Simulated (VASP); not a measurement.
# Pt in VASP: single point with PBE

Aim: the single point of Pt with PBE.

All numbers are computed with VASP 6.6.1; they aren't measurements. Logs are shortened: lines on timing, memory, paths and dates and some standing lists are left out, and cuts for length are marked.

## (1) The cell of the first run

The cell holds a slab with vacuum, 12 atoms: a = 4.811 Å, b = 4.811 Å, c = 29.202 Å, α = 90.00°, β = 90.00°, γ = 120.00°.

## (2) Single point, PBE

Contents of INCAR:

```
PREC = Accurate
ENCUT = 400
EDIFF = 1E-6
ISMEAR = 1
SIGMA = 0.1
LREAL = False
LASPH = True
NELM = 120
ALGO = Normal
ISIF = 2
LWAVE = False
LCHARG = True
LDIPOL = True
IDIPOL = 3
DIPOL = 0.5 0.5 0.672
GGA = PE
LELF = True
LVHAR = True
LVACPOTAV = True
NBANDS = 72
GGA_COMPAT = False
NELMDL = -8
```

Contents of KPOINTS:

```
Automatic mesh
0
Gamma
  9 9 1
```

Contents of POSCAR:

```
Pt
1.0
    4.8111003810      0.0000000000      0.0000000000
   -2.4055501905      4.1665351198      0.0000000000
    0.0000000000      0.0000000000     29.2018034226
Pt
12
Direct
    0.9872780328      0.3337134024      0.5525672596
    0.6535960122      0.6662388574      0.5525678965
    0.3211029510      1.0000366719      0.5525489133
    0.9888072448      1.0000156878      0.6323659169
    0.6554116033      0.3333173694      0.6325214507
    0.3221111083      0.6667139254      0.6325080521
    0.9904753793      0.6667822445      0.7114670973
    0.6571937035      1.0000289445      0.7114612830
    0.3237230145      0.3333014201      0.7114672086
    0.9913712702      0.3333561500      0.7913257769
    0.6580605369      0.6667364788      0.7913259048
    0.3247134942      1.0000422926      0.7913275247
```

Potentials or basis: VASP PAW PBE potentials, release 64 (Pt).

The run is started by

```bash
$ cat potpaw_PBE.64/Pt/POTCAR > POTCAR
$ mpirun -np 1 vasp_std > vasp.out
```

OUTCAR:

```text
PREC = Accurate
   ENCUT = 400
   EDIFF = 1E-6
   ISMEAR = 1
   LREAL = False
   LASPH = True
   NELM = 120
   ISIF = 2
   GGA = PE
   NELMDL = -8

 ion  position               nearest neighbor table
   1  0.987  0.334  0.553-   3 2.78   2 2.78   2 2.78   3 2.78   2 2.78   3 2.78   5 2.83   4 2.83
                             6 2.83
   2  0.654  0.666  0.553-   3 2.78   1 2.78   3 2.78   1 2.78   1 2.78   3 2.78   6 2.83   4 2.83
                             5 2.83
   3  0.321  0.000  0.553-   1 2.78   2 2.78   2 2.78   1 2.78   1 2.78   2 2.78   4 2.83   6 2.83
                             5 2.83
   4  0.989  0.000  0.632-   5 2.78   6 2.78   6 2.78   5 2.78   6 2.78   5 2.78   8 2.81   7 2.81
                             9 2.81   3 2.83   1 2.83   2 2.83
   5  0.655  0.333  0.633-   6 2.78   4 2.78   6 2.78   4 2.78   4 2.78   6 2.78   9 2.80   8 2.81
                             7 2.81   1 2.83   2 2.83   3 2.83
   6  0.322  0.667  0.633-   5 2.78   4 2.78   4 2.78   5 2.78   4 2.78   5 2.78   7 2.80   8 2.81
                             9 2.81   2 2.83   1 2.83   3 2.83
   7  0.990  0.667  0.711-   9 2.78   8 2.78   8 2.78   9 2.78   9 2.78   8 2.78   6 2.80   5 2.81
                             4 2.81  11 2.83  12 2.83  10 2.83
   8  0.657  0.000  0.711-   7 2.78   9 2.78   7 2.78   9 2.78   9 2.78   7 2.78   4 2.81   5 2.81
                             6 2.81  12 2.83  11 2.83  10 2.83
   9  0.324  0.333  0.711-   7 2.78   8 2.78   8 2.78   7 2.78   8 2.78   7 2.78   5 2.80   6 2.81
                             4 2.81  10 2.83  12 2.83  11 2.83
  10  0.991  0.333  0.791-  11 2.78  12 2.78  12 2.78  12 2.78  11 2.78  11 2.78   9 2.83   8 2.83
                             7 2.83
  11  0.658  0.667  0.791-  10 2.78  12 2.78  12 2.78  10 2.78  10 2.78  12 2.78   7 2.83   8 2.83
                             9 2.83
  12  0.325  0.000  0.791-  11 2.78  11 2.78  10 2.78  10 2.78  10 2.78  11 2.78   8 2.83   7 2.83
                             9 2.83

  LATTYP: Found a hexagonal cell.
 ALAT       =     4.8111003810
 C/A-ratio  =     6.0696724471

  Lattice vectors:

 A1 = (   4.8111003810,   0.0000000000,   0.0000000000)
 A2 = (  -2.4055501905,   4.1665351198,   0.0000000000)
 A3 = (   0.0000000000,   0.0000000000,  29.2018034226)

Analysis of symmetry for initial positions (statically):
=====================================================================
 Subroutine PRICEL returns:
 Original cell was already a primitive cell.

 Routine SETGRP: Setting up the symmetry group for a
 hexagonal supercell.

 Subroutine GETGRP returns: Found  1 space group operations
 (whereof  1 operations were pure point group operations)
 out of a pool of 24 trial point group operations.

The static configuration has the point symmetry C_1 .

Analysis of symmetry for dynamics (positions and initial velocities):
=====================================================================
 Subroutine PRICEL returns:
 Original cell was already a primitive cell.

 Routine SETGRP: Setting up the symmetry group for a
 hexagonal supercell.

 Subroutine GETGRP returns: Found  1 space group operations
 (whereof  1 operations were pure point group operations)
 out of a pool of 24 trial point group operations.

The dynamic configuration has the point symmetry C_1 .

 Subroutine INISYM returns: Found  1 space group operations
 (whereof  1 operations are pure point group operations),
 and found     1 'primitive' translations

----------------------------------------------------------------------------------------

                                     Primitive cell

  volume of cell :     585.3682

  direct lattice vectors                    reciprocal lattice vectors
     4.811100381  0.000000000  0.000000000     0.207852658  0.120003789  0.000000000
    -2.405550191  4.166535120  0.000000000     0.000000000  0.240007577  0.000000000
     0.000000000  0.000000000 29.201803423     0.000000000  0.000000000  0.034244460

  length of vectors
     4.811100381  4.811100355 29.201803423     0.240007576  0.240007577  0.034244460

  position of ions in fractional coordinates (direct lattice)
     0.987278033  0.333713402  0.552567260
     0.653596012  0.666238857  0.552567897
     0.321102951  0.000036672  0.552548913
     0.988807245  0.000015688  0.632365917
     0.655411603  0.333317369  0.632521451
     0.322111108  0.666713925  0.632508052
     0.990475379  0.666782244  0.711467097
     0.657193703  0.000028945  0.711461283
     0.323723014  0.333301420  0.711467209
     0.991371270  0.333356150  0.791325777
     0.658060537  0.666736479  0.791325905
     0.324713494  0.000042293  0.791327525

  ion indices of the primitive-cell ions
   primitive index   ion index
                 1           1
                 2           2
                 3           3
                 4           4
                 5           5
                 6           6
                 7           7
                 8           8
                 9           9
                10          10
                11          11
                12          12

----------------------------------------------------------------------------------------

 KPOINTS: Automatic mesh

Automatic generation of k-mesh.
 Grid dimensions read from file:
 generate k-points for:    9    9    1

 Generating k-lattice:

  Cartesian coordinates                     Fractional coordinates (reciprocal lattice)
     0.023094740  0.013333754  0.000000000     0.111111111  0.000000000  0.000000000
     0.000000000  0.026667509  0.000000000     0.000000000  0.111111111  0.000000000
     0.000000000  0.000000000  0.034244460     0.000000000  0.000000000  1.000000000

  Length of vectors
     0.026667508  0.026667509  0.034244460

  Shift w.r.t. Gamma in fractional coordinates (k-lattice)
     0.000000000  0.000000000  0.000000000

 Subroutine IBZKPT returns following result:
 ===========================================

 Found     41 irreducible k-points:

 Following reciprocal coordinates:
            Coordinates               Weight
  0.000000  0.000000  0.000000      1.000000
  0.111111  0.000000  0.000000      2.000000
  0.000000  0.111111  0.000000      2.000000
 -0.111111  0.111111  0.000000      2.000000
  0.222222  0.000000  0.000000      2.000000
  0.000000  0.222222  0.000000      2.000000
[... 16 lines left out ...]
  0.333333  0.111111  0.000000      2.000000
 -0.111111  0.444444  0.000000      2.000000
 [... further k-points ...]
   k-points           NKPTS =     41   k-points in BZ     NKDIM =     41   number of bands    NBANDS=     72
   number of dos      NEDOS =    301   number of ions     NIONS =     12
   total plane-waves  NPLWV = 196608
   dimension x,y,z NGX =    32 NGY =   32 NGZ =  192
   dimension x,y,z NGXF=    64 NGYF=   64 NGZF=  384
   ions per type =              12
   NGX,Y,Z   is equivalent  to a cutoff of  11.06, 11.06, 10.93 a.u.
   NGXF,Y,Z  is equivalent  to a cutoff of  22.11, 22.11, 21.86 a.u.
 SYSTEM =  unknown system
   PREC   = accura    normal or accurate (medium, high low for compatibility)
   ISTART =      0    job   : 0-new  1-cont  2-samecut
   ICHARG =      2    charge: 1-file 2-atom 10-const
   ISPIN  =      1    spin polarized calculation?
   LNONCOLLINEAR =      F non collinear calculations
   LSORBIT =      F    spin-orbit coupling
   LASPH  =      T    aspherical Exc in radial PAW
   ENCUT  =  400.0 eV  29.40 Ry    5.42 a.u.   7.85  7.85 47.62*2*pi/ulx,y,z
   NELM   =    120;   NELMIN=  2; NELMDL= -8     # of ELM steps
   EDIFF  = 0.1E-05   stopping-criterion for ELM
   LREAL  =      F    real-space projection
   EDIFFG = 0.1E-04   stopping-criterion for IOM
   NSW    =      0    number of steps for IOM
   IBRION =     -1    ionic relax: 0-MD 1-quasi-New 2-CG
   NFREE  =      0    steps in history (QN), initial steepest desc. (CG)
   ISIF   =      2    stress and relaxation
   ISYM   =      2    0-nonsym 1-usesym 2-fastsym
   POTIM  = 0.5000    time-step for ionic-motion
   TEBEG  =    0.0;   TEEND  =   0.0 temperature during run
   PSTRESS=    0.0 pullay stress
   NELECT =     120.0000    total number of electrons
   NUPDOWN=      -1.0000    fix difference up-down
   EMIN   =  10.00;   EMAX   =-10.00  energy-range for DOS
   EFERMI =   0.00;   METHOD = LEGACY
   ISMEAR =     1;   SIGMA  =   0.10  broadening in eV -4-tet -1-fermi 0-gaus
   EFERMI_NEDOS =   21; number of points for ismear=-14 and -15
   IALGO  =     38    algorithm
   IMIX   =      4    mixing-type and parameters
     AMIX     =   0.40;   BMIX     =  1.00
     AMIX_MAG =   1.60;   BMIX_MAG =  1.00
  volume/ion in A,a.u.               =      48.78       329.19
  Fermi-wavevector in a.u.,A,eV,Ry     =   0.965292  1.824138 12.677764  0.931789
  Thomas-Fermi vector in A             =   2.094997
   LORBIT       =      0    0 simple, 1 ext, 2 COOP (PROOUT), +10 PAW based schemes
   GGA     = PE    functional components
   LHFCALC =     F    Hartree Fock is set to
   AEXX    =    0.0000 exact exchange contribution
   IVDW    =     0    specifies the selected vdW correction
   LEPSILON=     F    determine dielectric tensor
   LRPA    =     F    only Hartree local field effects (RPA)
 non-spin polarized calculation
 Methfessel and Paxton  Order N= 1 SIGMA  =   0.10
  energy-cutoff  :      400.00
  volume of cell :      585.37
 maximum number of plane-waves:     10677
   NGX = 15   NGY = 15   NGZ = 95

 dipolmoment           0.000000      0.000000      0.000014 electrons x Angstroem

 number of electron     119.9999991 magnetization

 dipolmoment           0.000000      0.000000     -0.000077 electrons x Angstroem

 Free energy of the ion-electron system (eV)
  ---------------------------------------------------
  ext. energy  EPLUGINS =         0.00000000
  ---------------------------------------------------
  free energy    TOTEN  =       -69.64378892 eV

  energy without entropy =      -69.62991430  energy(sigma->0) =      -69.63916405

 E-fermi :  -0.5182     XC(G=0):  -4.8615

 val. band max:       -0.5220760903   @ k =  -0.3333   0.2222   0.0000
 cond. band min:      -0.5178190164   @ k =  -0.1111   0.2222   0.0000
 fundamental gap:      0.0042570739
 Fermi energy:        -0.5182154783

 k-point     1 :       0.0000    0.0000    0.0000
  band No.  band energies     occupation
      1      -9.8720      2.00000
      2      -8.5973      2.00000
      3      -7.5205      2.00000
      4      -7.4212      2.00000
      5      -5.6828      2.00000
      6      -5.6809      2.00000
[... 64 lines left out ...]
     71       4.4653      0.00000
     72       4.8765      0.00000

 k-point     2 :       0.1111    0.0000    0.0000
  band No.  band energies     occupation
      1      -9.7271      2.00000
      2      -8.4535      2.00000
      3      -7.3724      2.00000
      4      -7.2828      2.00000
      5      -5.9885      2.00000
      6      -5.9181      2.00000
[... 64 lines left out ...]
     71       4.9462      0.00000
     72       4.9659      0.00000

 k-point     3 :       0.0000    0.1111    0.0000
  band No.  band energies     occupation
      1      -9.7272      2.00000
      2      -8.4535      2.00000
      3      -7.3725      2.00000
      4      -7.2831      2.00000
      5      -5.9942      2.00000
      6      -5.9137      2.00000
[... 1564 lines left out ...]
     71       3.2317      0.00000
     72       3.8574      0.00000

 k-point    24 :      -0.1111    0.4444    0.0000
  band No.  band energies     occupation
      1      -8.2182      2.00000
      2      -7.0914      2.00000
      3      -6.9656      2.00000
      4      -6.8098      2.00000
      5      -6.8041      2.00000
      6      -6.3680      2.00000
[... 64 lines left out ...]
     71       3.2243      0.00000
     72       3.8546      0.00000

 [... further k-points ...]

------------------------ aborting loop because EDIFF is reached ----------------------------------------

  FORCE on cell =-STRESS in cart. coord.  units (eV):
  Direction    XX          YY          ZZ          XY          YZ          ZX
  --------------------------------------------------------------------------------------
  -------------------------------------------------------------------------------------
  Total       -9.4735927     -9.4309235     -0.6147738      0.0002636      0.0000644      0.0012230
  in kB      -25.9296201    -25.8128327     -1.6826615      0.0007214      0.0001762      0.0033475
  external PRESSURE =     -17.8083714 kB  Pullay stress =       0.0000000 kB

 VOLUME and BASIS-vectors are now :
 -----------------------------------------------------------------------------
  energy-cutoff  :      400.00
  volume of cell :      585.37
      direct lattice vectors                 reciprocal lattice vectors
     4.811100381  0.000000000  0.000000000     0.207852658  0.120003789  0.000000000
    -2.405550191  4.166535120  0.000000000     0.000000000  0.240007577  0.000000000
     0.000000000  0.000000000 29.201803423     0.000000000  0.000000000  0.034244460

 POSITION                                       TOTAL-FORCE (eV/Angst)
 -----------------------------------------------------------------------------------
      3.94713      1.39043     16.13596         0.007193     -0.009300      0.027101
      1.54185      2.77591     16.13598         0.005604      0.010386      0.026971
      1.54477      0.00015     16.13542        -0.011862     -0.001073      0.029243
      4.75721      0.00007     18.46623        -0.000687      0.000021      0.003268
      2.35144      1.38878     18.47077         0.001305      0.001564     -0.019979
     -0.05410      2.77789     18.47038         0.001149     -0.001561     -0.018048
      3.16130      2.77817     20.77612        -0.002869      0.000359      0.004378
      3.16176      0.00012     20.77595        -0.001092      0.000037      0.005147
      0.75569      1.38871     20.77613        -0.002817     -0.000516      0.004432
      3.96768      1.38894     23.10814         0.001131      0.000680     -0.020810
      1.56213      2.77798     23.10814         0.001208     -0.000741     -0.020835
      1.56213      0.00018     23.10819         0.001735      0.000142     -0.020870
 -----------------------------------------------------------------------------------
    total drift:                                0.000000     -0.000001      0.000401

  FREE ENERGIE OF THE ION-ELECTRON SYSTEM (eV)
  ---------------------------------------------------
  free  energy   TOTEN  =       -69.6437889240 eV

  energy  without entropy=      -69.6299143017  energy(sigma->0) =      -69.63916405

 vacuum level on the upper side and lower side of the slab         5.187         5.187
```

It took 1.6 h on 1 thread of Intel Xeon 8259CL, shared host; peak memory 0.97 GiB.

Results:

```yaml
Free_energy: -69.6438 eV
Largest_force: 0.032 eV/Å
Band_gap_on_the_k_mesh: zero (bands 60 and 61 overlap by 0.44 eV)
```

Forces on the atoms (eV/Å):
```
Pt   0.007 -0.009  0.027
Pt   0.006  0.010  0.027
Pt  -0.012 -0.001  0.029
Pt  -0.001  0.000  0.003
Pt   0.001  0.002 -0.020
Pt   0.001 -0.002 -0.018
Pt  -0.003  0.000  0.004
Pt  -0.001  0.000  0.005
Pt  -0.003 -0.001  0.004
Pt   0.001  0.001 -0.021
Pt   0.001 -0.001 -0.021
Pt   0.002  0.000 -0.021
```

Levels at points of the mesh, in eV from the Fermi level:
| k point | band 58 | band 59 | band 60 | band 61 | band 62 | band 63 |
| --- | --- | --- | --- | --- | --- | --- |
| (0.00, 0.00, 0.00) | -0.29 | -0.28 | -0.28 | -0.27 | -0.27 | -0.02 |

Caveat: spin-orbit coupling is left out, which moves the levels of the heavy elements.
